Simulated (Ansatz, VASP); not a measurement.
One calculation of Cu5Ni, two programs

```xyz
6
Lattice="2.5497 0.0000 0.0000 -1.2748 2.2081 0.0000 0.0000 0.0000 12.4957" Properties=species:S:1:pos:R:3 pbc="T T T"
Cu    0.0000    1.4721   10.4490
Cu    1.2748    0.7360    8.3482
Cu    0.0000    0.0000    6.2478
Cu    0.0000    1.4721    4.1475
Cu    1.2748    0.7360    2.0467
Ni    0.0000    0.0000    0.0000
```

Alike in both runs: functional PBE; k mesh 18 × 18 × 4; occupations gaussian, width 0.1 eV; no spin polarisation.

Ansatz relaxed the structure, and its values are those at the end. VASP's run is a single point on that final structure, the one shown.

```csv
,VASP,Ansatz
version,VASP 6.6.1,Ansatz 0.2.0
potentials or method,"VASP PAW PBE potentials, release 64 (Cu, Ni), cutoff 520 eV","scalar-relativistic, plane waves, PAW"
valence electrons in the cell,65,113
```

Ansatz gave:

* gap on the k mesh at the Fermi level (eV): none
* pressure (GPa): 0.0
* rms of the force components (eV/Å): 0.000

Q: Estimate VASP's values.

A: gap on the k mesh at the Fermi level (eV): none; pressure (GPa): 0.5; rms of the force components (eV/Å): 0.003.

A gap of «none» marks a metal or a gap that the smearing closes. VASP's potentials hold 65 valence electrons a cell and Ansatz's 113, so a difference there can come from the potentials and not from the codes.
